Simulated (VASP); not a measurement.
Set up this calculation in VASP 6.6.1, as the native input.

```
Task                   : relaxation of cell and atoms
Functional             : PBE
Potentials or basis    : VASP PAW PBE potentials, release 64 (Sc_sv, Rh_pv, Au)
Cutoff                 : 600 eV
k mesh                 : 8 × 8 × 8
Occupations            : gaussian, width 0.1 eV
Spin                   : no spin polarisation
Dipole correction      : no
Further INCAR settings : ALGO = Fast; EDIFF = 1e-06; IBRION = 2; EDIFFG = -0.01; NSW = 100; ISIF = 3
```

The structure of Sc3RhAu lies in POSCAR:

```
Sc3RhAu
1.0
    5.0507349813      0.0000000000      0.0000000000
    0.0000000000      5.0507349813      0.0000000000
    0.0000000000      0.0000000000      5.0507349813
Sc Rh Au
3 1 1
Direct
    0.5000000000      0.5000000000      0.0000000000
    0.0000000000      0.5000000000      0.5000000000
    0.5000000000      0.0000000000      0.5000000000
    0.0000000000      0.0000000000      0.0000000000
    0.5000000000      0.5000000000      0.5000000000
```

The cell was generated, and may not be a known phase.

The input as run:

INCAR

```
PREC = Accurate
ENCUT = 600
EDIFF = 1E-6
ISMEAR = 0
SIGMA = 0.1
LREAL = F
LASPH = T
NELM = 100
ALGO = Fast
ISIF = 3
LWAVE = F
LCHARG = F
GGA = PE
IBRION = 2
NSW = 100
EDIFFG = -0.01
```

KPOINTS

```
regular mesh
0
Gamma
  8 8 8
```

Potentials or basis: VASP PAW PBE potentials, release 64 (Sc_sv, Rh_pv, Au).

Run with:

```console
$ cat potpaw_PBE.64/Sc_sv/POTCAR potpaw_PBE.64/Rh_pv/POTCAR potpaw_PBE.64/Au/POTCAR > POTCAR
$ mpirun -np 1 vasp_std > vasp.out
```

Results of the run:

```json
{"Relaxed volume": "25.92 Å³/atom", "Relaxed cell": "a = 5.061 Å, b = 5.061 Å, c = 5.061 Å, α = 90.00°, β = 90.00°, γ = 90.00°", "Space group after relaxing (to 0.1 Å)": "Pm-3m (No. 221)", "Energy gained by relaxing": "0.2 meV/atom", "Ionic steps": "3", "Pressure after relaxing": "0.0 GPa", "Band gap on the k mesh": "zero (an odd number of electrons rules out a gap without spin polarisation)"}
```

Caveat: spin-orbit coupling is left out, which moves the levels of the heavy elements.

It took 5.9 min on 1 thread of AMD EPYC 9R45 96-Core Processor (Zen 5) (shared host), peak memory 0.35 GiB.
